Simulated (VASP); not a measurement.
A run of VASP 6.6.1 is set up as follows.

INCAR

```
SYSTEM = Ir4Pt3
  ALGO = Normal
  EDIFF = 1E-6
  ENCUT = 500
  GGA = PE
  GGA_COMPAT = .FALSE.
  ISIF = 2
  ISMEAR = 0
  LASPH = .TRUE.
  LCHARG = .FALSE.
  LREAL = .FALSE.
  LWAVE = .FALSE.
  NBANDS = 42
  NELM = 120
  PREC = Accurate
  SIGMA = 0.2
```

Contents of KPOINTS:

```
k-points
0
G
  4 4 3
  0 0 0
```

File POSCAR:

```
Ir4Pt3
1.0
    5.2374076252      0.0000000000      0.0000000000
   -2.6187038126      4.5357280534      0.0000000000
    0.0000000000      0.0000000000      5.3142153882
Ir Pt
4 3
Direct
    0.5000000000      0.0000000000      0.5000000000
    0.0000000000      0.5000000000      0.5000000000
    0.5000000000      0.5000000000      0.5000000000
    0.0000000000      0.0000000000      0.0000000000
    0.5000000000      0.0000000000      0.0000000000
    0.0000000000      0.5000000000      0.0000000000
    0.5000000000      0.5000000000      0.0000000000
```

Potentials or basis: VASP PAW PBE potentials, release 64 (Ir, Pt).

Command:

```sh
$ cat potpaw_PBE.64/Ir/POTCAR potpaw_PBE.64/Pt/POTCAR > POTCAR
$ mpirun -np 1 vasp_std > vasp.out
```

**Question.** Predict the pressure.

**Answer.** 0.3 GPa.

**Question.** What does it give for the band gap on the k mesh?

**Answer.** Zero (band 33 reaches 8.17 eV, above the bottom of band 34 at 7.03 eV).

Stress tensor (GPa, compression positive):
```
 0.59  0.00  0.00
 0.00  0.59  0.00
 0.00  0.00 -0.34
```

Caveat: the k points lie up to 0.39 Å⁻¹ apart; spin-orbit coupling is left out, which moves the levels of the heavy elements.
